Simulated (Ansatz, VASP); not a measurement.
One calculation of ScAl7N8, two programs

Contents of INCAR:

```
PREC = Accurate
ENCUT = 600
EDIFF = 1E-6
ISMEAR = 0
SIGMA = 0.02
LREAL = Auto
LASPH = True
NELM = 80
ALGO = Normal
ISIF = 3
LWAVE = False
LCHARG = False
GGA = PS
IBRION = 2
NSW = 100
EDIFFG = -0.002
KPAR = 4
```

File KPOINTS:

```
Automatic mesh
0
Gamma
  6 6 6
```

Contents of POSCAR:

```
ScAl7N8
1.0
    3.1655785095     -0.0037813489      5.0136209131
    3.1655785095      0.0037813489     -5.0136209131
   -3.1655785095      5.4913626948     -0.0041301523
Sc Al N
1 7 8
Direct
    0.1637290280      0.1720006696      0.3357296976
    0.1691336571      0.1704369243      0.8340134756
    0.6651685167      0.6654731114      0.3306416282
    0.6635765512      0.6648798185      0.8340134756
    0.0841752675      0.5833332500      0.1631734973
    0.5798402473      0.0789982299      0.1631734973
    0.0817516569      0.5894862330      0.6712378899
    0.5872544091      0.0809702885      0.6682246976
    0.3692689527      0.9662531119      0.3355220646
    0.8609576717      0.4716078152      0.3325654869
    0.3586284583      0.9785701373      0.8325482121
    0.8539780748      0.4739197538      0.8325482121
    0.2805652650      0.4026004518      0.1560147984
    0.2781146679      0.4090124997      0.6871271676
    0.7534143466      0.8754495335      0.1560147984
    0.7784432292      0.8890081715      0.6674514007
```

Input for Ansatz:

```yaml
crystal:
  lattice:
    - [3.1655785095, -0.0037813489, 5.0136209131]
    - [3.1655785095, 0.0037813489, -5.0136209131]
    - [-3.1655785095, 5.4913626948, -0.0041301523]
  atoms:
    - { symbol: Sc, position: [0.163729028, 0.1720006696, 0.3357296976] }
    - { symbol: Al, position: [0.1691336571, 0.1704369243, 0.8340134756] }
    - { symbol: Al, position: [0.6651685167, 0.6654731114, 0.3306416282] }
    - { symbol: Al, position: [0.6635765512, 0.6648798185, 0.8340134756] }
    - { symbol: Al, position: [0.0841752675, 0.58333325, 0.1631734973] }
    - { symbol: Al, position: [0.5798402473, 0.0789982299, 0.1631734973] }
    - { symbol: Al, position: [0.0817516569, 0.589486233, 0.6712378899] }
    - { symbol: Al, position: [0.5872544091, 0.0809702885, 0.6682246976] }
    - { symbol: "N", position: [0.3692689527, 0.9662531119, 0.3355220646] }
    - { symbol: "N", position: [0.8609576717, 0.4716078152, 0.3325654869] }
    - { symbol: "N", position: [0.3586284583, 0.9785701373, 0.8325482121] }
    - { symbol: "N", position: [0.8539780748, 0.4739197538, 0.8325482121] }
    - { symbol: "N", position: [0.280565265, 0.4026004518, 0.1560147984] }
    - { symbol: "N", position: [0.2781146679, 0.4090124997, 0.6871271676] }
    - { symbol: "N", position: [0.7534143466, 0.8754495335, 0.1560147984] }
    - { symbol: "N", position: [0.7784432292, 0.8890081715, 0.6674514007] }
basis:
  ecutwfc: 420
kpoints:
  mp_grid: { grid: [6, 6, 6] }
hamiltonian:
  xc: pbesol
  pseudopotentials: { kind: paw, azcp: { folder: soft_1 } }
scf:
  occupations: { method: gaussian, width: 0.02 }
output:
  forces: true
  stress: true
  eigenvalues: true
  write_density: true
  write_potential: true
  elf: true
  volumetric_format: npy
relax:
  adjacent_minimum: "off"
  f_tol: 0.002
  max_steps: 80
  cell: { stress_tol: 0.02 }
```

Alike in both runs: task relaxation of cell and atoms; functional PBEsol; k mesh 6 × 6 × 6; occupations gaussian, width 0.02 eV; no spin polarisation.

```csv
,VASP,Ansatz
version,VASP 6.6.1,Ansatz 0.2.0
potentials or method,"VASP PAW PBE potentials, release 64 (Sc_sv, Al, N), cutoff 600 eV","scalar-relativistic, plane waves, PAW"
valence electrons in the cell,72,72
```

|  | VASP | Ansatz | Ansatz less VASP |
| --- | --- | --- | --- |
| gap on the k mesh at the Fermi level, each at its own relaxed structure (eV) | 3.94 | 3.92 | -0.018 |
| relaxed volume (Å³/atom) | 10.89 | 10.89 | 0.000 |
| relaxed length of the cell vector where the two differ most in proportion (Å) | 5.930 | 5.929 | -0.0005 |

VASP's potentials were made for PBE, not for PBEsol, and Ansatz warns of the same on its side.
